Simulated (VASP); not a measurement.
Input of a VASP 6.6.1 run:

Contents of INCAR:

```
SYSTEM = Si
ALGO = Normal
EDIFF = 1E-6
ENCUT = 520
GGA = PE
ISIF = 2
ISMEAR = 0
LASPH = .TRUE.
LCHARG = .FALSE.
LREAL = .FALSE.
LWAVE = .FALSE.
NBANDS = 11
NELM = 80
PREC = Accurate
SIGMA = 0.05
```

The input KPOINTS:

```
k-points
0
G
  8 8 8
  0 0 0
```

Contents of POSCAR:

```
Si
1.0
    0.0000000000      2.8646617814      2.9261938960
    2.4134262741      0.0000000000      2.9261938960
    2.4134262741      2.8646617814      0.0000000000
Si
2
Direct
    0.5000000000      0.5000000000      0.5000000000
    0.7500000000      0.7500000000      0.7500000000
```

Potentials or basis: VASP PAW PBE potentials, release 64 (Si).

The run is started by

```bash
$ cat potpaw_PBE.64/Si/POTCAR > POTCAR
$ mpirun -np 1 vasp_std > vasp.out
```

Predict the pressure.

-0.5 GPa.

Estimate the band gap on the k mesh.

zero (band 4 reaches 6.47 eV, above the bottom of band 5 at 5.31 eV).

Stress tensor (GPa, compression positive):
```
 6.68  0.00  0.00
 0.00 -2.67  0.00
 0.00  0.00 -5.60
```

Caveat: the cell differs from its parent crystal (strain +e along x and -e along y -0.0825, strain +e along z and -e/2 along x and y +0.0700).
